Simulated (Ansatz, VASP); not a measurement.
# Al2O3 in VASP and in Ansatz

The input INCAR:

```
PREC = Accurate
ENCUT = 520
EDIFF = 1E-6
ISMEAR = 0
SIGMA = 0.05
LREAL = False
LASPH = True
NELM = 80
ALGO = Normal
ISIF = 2
LWAVE = False
LCHARG = False
GGA = PE
IVDW = 12
NBANDS = 20
```

KPOINTS

```
regular mesh
0
Gamma
  9 9 4
```

File POSCAR:

```
Al2O3
1.0
    2.8385000000      0.0000000000      0.0000000000
   -1.4192500000      2.4582131086      0.0000000000
    0.0000000000      0.0000000000      7.2962596973
Al O
2 3
Direct
    0.0000000000      0.0000000000      0.1907358529
    0.0000000000      0.0000000000      0.8092641471
    0.3333333333      0.6666666667      0.2840924954
    0.6666666667      0.3333333333      0.0000000000
    0.3333333333      0.6666666667      0.7159075046
```

Input for Ansatz:

```yaml
crystal:
  lattice:
    - [2.8385, 0.0, 0.0]
    - [-1.41925, 2.4582131086, 0.0]
    - [0.0, 0.0, 7.2962596973]
  atoms:
    - { symbol: Al, position: [0.0, 0.0, 0.1907358529] }
    - { symbol: Al, position: [0.0, 0.0, 0.8092641471] }
    - { symbol: O, position: [0.3333333333, 0.6666666667, 0.2840924954] }
    - { symbol: O, position: [0.6666666667, 0.3333333333, 0.0] }
    - { symbol: O, position: [0.3333333333, 0.6666666667, 0.7159075046] }
basis:
  ecutwfc: 520.0
kpoints:
  mp_grid: { grid: [9, 9, 4] }
hamiltonian:
  xc: pbe
  pseudopotentials: { kind: paw, azcp: { folder: soft_1 } }
  dispersion: d3bj
scf:
  occupations: { method: gaussian, width: 0.05 }
output:
  forces: true
  stress: true
  eigenvalues: true
```

Alike in both runs: task single point; functional PBE; dispersion D3(BJ); k mesh 9 × 9 × 4; occupations gaussian, width 0.05 eV; no spin polarisation.

|  | VASP | Ansatz |
| --- | --- | --- |
| version | VASP 6.6.1 | Ansatz 0.2.0 |
| potentials or method | VASP PAW PBE potentials, release 64 (Al, O), cutoff 520 eV | scalar-relativistic, plane waves, PAW |
| valence electrons in the cell | 24 | 24 |

Ansatz gave:

```
gap on the k mesh at the Fermi level (eV)                     : 4.86
least direct gap on the mesh (eV)                             : 4.99
pressure (GPa)                                                : 4.6
traceless stress, the component that is largest in VASP (GPa) : -3.53
rms of the force components (eV/Å)                            : 0.120
```

Question: Which values does VASP return?

Answer: gap on the k mesh at the Fermi level (eV): 4.84; least direct gap on the mesh (eV): 4.97; pressure (GPa): 4.6; traceless stress, the component that is largest in VASP (GPa): -3.82; rms of the force components (eV/Å): 0.102.

Atom by atom the forces differ by 0.018 eV/Å (rms over components).
